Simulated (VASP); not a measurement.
# Hf (P6_3/mmc) in VASP: relaxation of cell and atoms with PBE

Aim: the relaxation of cell and atoms of Hf with PBE.

Everything below comes from runs of VASP 6.6.1. Logs are shortened: lines on timing, memory, paths and dates and some standing lists are left out, and cuts for length are marked.

## (1) The cell of the first run

It takes space group P6_3/mmc (No. 194, hexagonal). Conventional cell: a = 3.204 Å, b = 3.204 Å, c = 5.071 Å, α = 90.00°, β = 90.00°, γ = 120.00°. Hf (site symmetry -6m2) has 12 Hf at 3.14 to 3.20 Å within 4.1 Å.

## (2) Relaxation of cell and atoms, PBE

INCAR

```
SYSTEM = Hf
PREC     = Accurate       ! precision mode
ENCUT    = 600            ! plane-wave cutoff, eV
EDIFF    = 1E-6           ! SCF threshold, eV
ISMEAR   = -1             ! smearing method
SIGMA    = 0.15           ! smearing width, eV
LREAL    = .FALSE.        ! projectors in reciprocal space
LASPH    = .TRUE.         ! aspherical terms in the spheres
NELM     = 80             ! most SCF steps
ALGO     = Normal         ! electronic algorithm
ISIF     = 3              ! what is computed and relaxed
LWAVE    = .FALSE.        ! write WAVECAR
LCHARG   = .FALSE.        ! write CHGCAR
GGA      = PE             ! functional
IBRION   = 2              ! ionic algorithm
NSW      = 80             ! ionic steps
EDIFFG   = -0.001         ! ionic threshold
```

KPOINTS

```
regular mesh
0
G
  12 12 8
  0 0 0
```

POSCAR

```
Hf
1.0
    3.2038938144      0.0000000029      0.0000000000
   -1.6019469097      2.7746534328      0.0000000000
    0.0000000000      0.0000000000      5.0710496839
Hf
2
Direct
    0.3333333333      0.6666666667      0.2500000000
    0.6666666667      0.3333333333      0.7500000000
```

Potentials or basis: VASP PAW PBE potentials, release 64 (Hf_pv).

Launch:

```
$ cat potpaw_PBE.64/Hf_pv/POTCAR > POTCAR
$ mpirun -np 1 vasp_std > vasp.out
```

OUTCAR:

```text
SYSTEM = Hf
   PREC = Accurate
   ENCUT = 600
   EDIFF = 1E-6
   ISMEAR = -1
   LREAL = .FALSE.
   LASPH = .TRUE.
   NELM = 80
   ISIF = 3
   GGA = PE
   IBRION = 2
   NSW = 80
   EDIFFG = -0.001

 ion  position               nearest neighbor table
   1  0.333  0.667  0.250-   2 3.14   2 3.14   2 3.14   2 3.14   2 3.14   2 3.14
   2  0.667  0.333  0.750-   1 3.14   1 3.14   1 3.14   1 3.14   1 3.14   1 3.14

  LATTYP: Found a hexagonal cell.
 ALAT       =     3.2038938144
 C/A-ratio  =     1.5827770762

  Lattice vectors:

 A1 = (   3.2038938144,   0.0000000029,   0.0000000000)
 A2 = (  -1.6019469097,   2.7746534328,   0.0000000000)
 A3 = (   0.0000000000,   0.0000000000,   5.0710496839)

Analysis of symmetry for initial positions (statically):
=====================================================================
 Subroutine PRICEL returns:
 Original cell was already a primitive cell.

 Routine SETGRP: Setting up the symmetry group for a
 hexagonal supercell.

 Subroutine GETGRP returns: Found 24 space group operations
 (whereof 12 operations were pure point group operations)
 out of a pool of 24 trial point group operations.

The static configuration has the point symmetry D_3d.
 The point group associated with its full space group is D_6h.

Analysis of symmetry for dynamics (positions and initial velocities):
=====================================================================
 Subroutine PRICEL returns:
 Original cell was already a primitive cell.

 Routine SETGRP: Setting up the symmetry group for a
 hexagonal supercell.

 Subroutine GETGRP returns: Found 24 space group operations
 (whereof 12 operations were pure point group operations)
 out of a pool of 24 trial point group operations.

The dynamic configuration has the point symmetry D_3d.
 The point group associated with its full space group is D_6h.

 Subroutine INISYM returns: Found 24 space group operations
 (whereof 12 operations are pure point group operations),
 and found     1 'primitive' translations

----------------------------------------------------------------------------------------

                                     Primitive cell

  volume of cell :      45.0801

  direct lattice vectors                    reciprocal lattice vectors
     3.203893814  0.000000003  0.000000000     0.312120207  0.180202686  0.000000000
    -1.601946910  2.774653433  0.000000000    -0.000000000  0.360405371  0.000000000
     0.000000000  0.000000000  5.071049684     0.000000000  0.000000000  0.197197831

  length of vectors
     3.203893814  3.203893814  5.071049684     0.360405371  0.360405371  0.197197831

  position of ions in fractional coordinates (direct lattice)
     0.333333333  0.666666667  0.250000000
     0.666666667  0.333333333  0.750000000

  ion indices of the primitive-cell ions
   primitive index   ion index
                 1           1
                 2           2

----------------------------------------------------------------------------------------

 KPOINTS: regular mesh

Automatic generation of k-mesh.
 Grid dimensions read from file:
 generate k-points for:   12   12    8

 Generating k-lattice:

  Cartesian coordinates                     Fractional coordinates (reciprocal lattice)
     0.026010017  0.015016890  0.000000000     0.083333333  0.000000000  0.000000000
    -0.000000000  0.030033781  0.000000000     0.000000000  0.083333333  0.000000000
     0.000000000  0.000000000  0.024649729     0.000000000  0.000000000  0.125000000

  Length of vectors
     0.030033781  0.030033781  0.024649729

  Shift w.r.t. Gamma in fractional coordinates (k-lattice)
     0.000000000  0.000000000  0.000000000

 Subroutine IBZKPT returns following result:
 ===========================================

 Found     95 irreducible k-points:

 Following reciprocal coordinates:
            Coordinates               Weight
  0.000000  0.000000  0.000000      1.000000
  0.083333  0.000000  0.000000      6.000000
  0.166667  0.000000  0.000000      6.000000
  0.250000 -0.000000  0.000000      6.000000
  0.333333 -0.000000  0.000000      6.000000
  0.416667  0.000000  0.000000      6.000000
[... 16 lines left out ...]
  0.250000 -0.000000  0.125000     12.000000
  0.333333 -0.000000  0.125000     12.000000
 [... further k-points ...]
   k-points           NKPTS =     95   k-points in BZ     NKDIM =     95   number of bands    NBANDS=     14
   number of dos      NEDOS =    301   number of ions     NIONS =      2
   total plane-waves  NPLWV =  32928
   dimension x,y,z NGX =    28 NGY =   28 NGZ =   42
   dimension x,y,z NGXF=    56 NGYF=   56 NGZF=   84
   ions per type =               2
   NGX,Y,Z   is equivalent  to a cutoff of  14.53, 14.53, 13.77 a.u.
   NGXF,Y,Z  is equivalent  to a cutoff of  29.06, 29.06, 27.54 a.u.
 SYSTEM =  Hf
   PREC   = accura    normal or accurate (medium, high low for compatibility)
   ISTART =      0    job   : 0-new  1-cont  2-samecut
   ICHARG =      2    charge: 1-file 2-atom 10-const
   ISPIN  =      1    spin polarized calculation?
   LNONCOLLINEAR =      F non collinear calculations
   LSORBIT =      F    spin-orbit coupling
   LASPH  =      T    aspherical Exc in radial PAW
   ENCUT  =  600.0 eV  44.10 Ry    6.64 a.u.   6.40  6.40 10.13*2*pi/ulx,y,z
   NELM   =     80;   NELMIN=  2; NELMDL= -5     # of ELM steps
   EDIFF  = 0.1E-05   stopping-criterion for ELM
   LREAL  =      F    real-space projection
   EDIFFG = -.1E-02   stopping-criterion for IOM
   NSW    =     80    number of steps for IOM
   IBRION =      2    ionic relax: 0-MD 1-quasi-New 2-CG
   NFREE  =      1    steps in history (QN), initial steepest desc. (CG)
   ISIF   =      3    stress and relaxation
   ISYM   =      2    0-nonsym 1-usesym 2-fastsym
   POTIM  = 0.5000    time-step for ionic-motion
   TEBEG  =    0.0;   TEEND  =   0.0 temperature during run
   PSTRESS=    0.0 pullay stress
   NELECT =      20.0000    total number of electrons
   NUPDOWN=      -1.0000    fix difference up-down
   EMIN   =  10.00;   EMAX   =-10.00  energy-range for DOS
   EFERMI =   0.00;   METHOD = LEGACY
   ISMEAR =    -1;   SIGMA  =   0.15  broadening in eV -4-tet -1-fermi 0-gaus
   EFERMI_NEDOS =   21; number of points for ismear=-14 and -15
   IALGO  =     38    algorithm
   IMIX   =      4    mixing-type and parameters
     AMIX     =   0.40;   BMIX     =  1.00
     AMIX_MAG =   1.60;   BMIX_MAG =  1.00
  volume/ion in A,a.u.               =      22.54       152.11
  Fermi-wavevector in a.u.,A,eV,Ry     =   1.248600  2.359511 21.211502  1.559001
  Thomas-Fermi vector in A             =   2.382679
   LORBIT       =      0    0 simple, 1 ext, 2 COOP (PROOUT), +10 PAW based schemes
   GGA     = PE    functional components
   LHFCALC =     F    Hartree Fock is set to
   AEXX    =    0.0000 exact exchange contribution
   IVDW    =     0    specifies the selected vdW correction
   LEPSILON=     F    determine dielectric tensor
   LRPA    =     F    only Hartree local field effects (RPA)
 conjugate gradient relaxation of ions
 non-spin polarized calculation
  energy-cutoff  :      600.00
  volume of cell :       45.08
 maximum number of plane-waves:      1534
 NGX is ok and might be reduce to    28
   NGX = 13   NGY = 13   NGZ = 21

--------------------------------------- Ionic step        1  -------------------------------------------

 number of electron      20.0000002 magnetization

 Free energy of the ion-electron system (eV)
  ---------------------------------------------------
  ext. energy  EPLUGINS =         0.00000000
  ---------------------------------------------------
  free energy    TOTEN  =       -19.91368296 eV

  energy without entropy =      -19.77387943  energy(sigma->0) =      -19.84378119

------------------------ aborting loop because EDIFF is reached ----------------------------------------

  FORCE on cell =-STRESS in cart. coord.  units (eV):
  Direction    XX          YY          ZZ          XY          YZ          ZX
  --------------------------------------------------------------------------------------
  -------------------------------------------------------------------------------------
  Total       -0.0941603     -0.0941603     -0.0342808     -0.0000000      0.0000000     -0.0000000
  in kB       -3.3465218     -3.3465218     -1.2183634     -0.0000000      0.0000000     -0.0000000
  external PRESSURE =      -2.6371357 kB  Pullay stress =       0.0000000 kB
[... 273 lines left out ...]
  energy  without entropy=      -19.7740573269  energy(sigma->0) =      -19.84393383

--------------------------------------- Ionic step        9  -------------------------------------------

 number of electron      20.0000002 magnetization

 Free energy of the ion-electron system (eV)
  ---------------------------------------------------
  ext. energy  EPLUGINS =         0.00000000
  ---------------------------------------------------
  free energy    TOTEN  =       -19.91381012 eV

  energy without entropy =      -19.77408824  energy(sigma->0) =      -19.84394918

 E-fermi :   4.8448     XC(G=0): -11.2601

 val. band max:        4.8286128277   @ k =   0.0000   0.0000   0.3750
 cond. band min:       4.8698538131   @ k =   0.0833   0.0000   0.5000
 fundamental gap:      0.0412409853
 Fermi energy:         4.8448131028

 k-point     1 :       0.0000    0.0000    0.0000
  band No.  band energies     occupation
      1     -26.1798      2.00000
      2     -25.4577      2.00000
      3     -25.4577      2.00000
      4     -25.3333      2.00000
      5     -25.3333      2.00000
      6     -25.3306      2.00000
      7      -2.4807      2.00000
      8       1.1827      2.00000
      9       5.4944      0.02599
     10       6.0670      0.00058
     11       6.0670      0.00058
     12       6.3242      0.00010
     13       6.8768      0.00000
     14       6.8768      0.00000
[... 375 lines left out ...]
 k-point    24 :       0.3333   -0.0000    0.1250
  band No.  band energies     occupation
      1     -25.9819      2.00000
      2     -25.8312      2.00000
      3     -25.7659      2.00000
      4     -25.5824      2.00000
      5     -25.4541      2.00000
      6     -25.4059      2.00000
      7       0.2990      2.00000
      8       2.5779      2.00000
      9       3.1925      1.99997
     10       4.2147      1.97047
     11       5.5808      0.01468
     12       6.1264      0.00039
     13       6.1507      0.00033
     14       8.9619      0.00000

 [... further k-points ...]

------------------------ aborting loop because EDIFF is reached ----------------------------------------

  FORCE on cell =-STRESS in cart. coord.  units (eV):
  Direction    XX          YY          ZZ          XY          YZ          ZX
  --------------------------------------------------------------------------------------
  -------------------------------------------------------------------------------------
  Total        0.0008057      0.0008057      0.0002388      0.0000000      0.0000000     -0.0000000
  in kB        0.0287081      0.0287081      0.0085067      0.0000000      0.0000000     -0.0000000
  external PRESSURE =       0.0219743 kB  Pullay stress =       0.0000000 kB
[... 17 lines left out ...]
  FREE ENERGIE OF THE ION-ELECTRON SYSTEM (eV)
  ---------------------------------------------------
  free  energy   TOTEN  =       -19.9138101196 eV

  energy  without entropy=      -19.7740882424  energy(sigma->0) =      -19.84394918

 reached required accuracy - stopping structural energy minimisation
```

Run time: 1.9 min. Hardware: 1 thread of AMD EPYC 9R45 (Zen 5), shared host; peak memory 0.2 GiB.

What came out:

- Free energy: -19.9138 eV
- Relaxed volume: 22.48 Å³/atom
- Relaxed cell: a = 3.199 Å, b = 3.199 Å, c = 5.072 Å, α = 90.00°, β = 90.00°, γ = 120.00°
- Space group after relaxing (to 0.1 Å): P6_3/mmc (No. 194)
- Energy gained by relaxing: 0.1 meV/atom
- Ionic steps: 9
- Pressure after relaxing: 0.0 GPa
- Band gap on the k mesh: zero (bands 10 and 11 overlap by 1.45 eV)

The path:
| step | energy change (eV) | largest force (eV/Å) | pressure (GPa) | volume (Å³) |
| --- | --- | --- | --- | --- |
| 1 | 0.0000 | 0.0000 | -0.26 | 45.08 |
| 2 | 0.0000 | 0.0000 | 0.32 | 44.84 |
| 3 | -0.0001 | 0.0000 | 0.03 | 44.96 |
| 4 | -0.0001 | 0.0000 | 0.01 | 44.97 |
| 5 | -0.0001 | 0.0000 | 0.01 | 44.97 |
| 6 | -0.0001 | 0.0000 | 0.00 | 44.97 |
| 7 | -0.0001 | 0.0000 | 0.00 | 44.97 |
| 8 | -0.0001 | 0.0000 | 0.00 | 44.97 |
| 9 | -0.0001 | 0.0000 | 0.00 | 44.97 |

Final structure:
```cif
data_structure
_symmetry_space_group_name_H-M 'P 1'
_symmetry_Int_Tables_number 1
_cell_length_a 3.1994
_cell_length_b 3.1994
_cell_length_c 5.0725
_cell_angle_alpha 90.000
_cell_angle_beta 90.000
_cell_angle_gamma 120.000
_cell_volume 44.97
loop_
_atom_site_label
_atom_site_type_symbol
_atom_site_fract_x
_atom_site_fract_y
_atom_site_fract_z
_atom_site_occupancy
Hf1 Hf 0.33333 0.66667 0.25000 1
Hf2 Hf 0.66667 0.33333 0.75000 1
```

Caveat: spin-orbit coupling is left out, which moves the levels of the heavy elements.
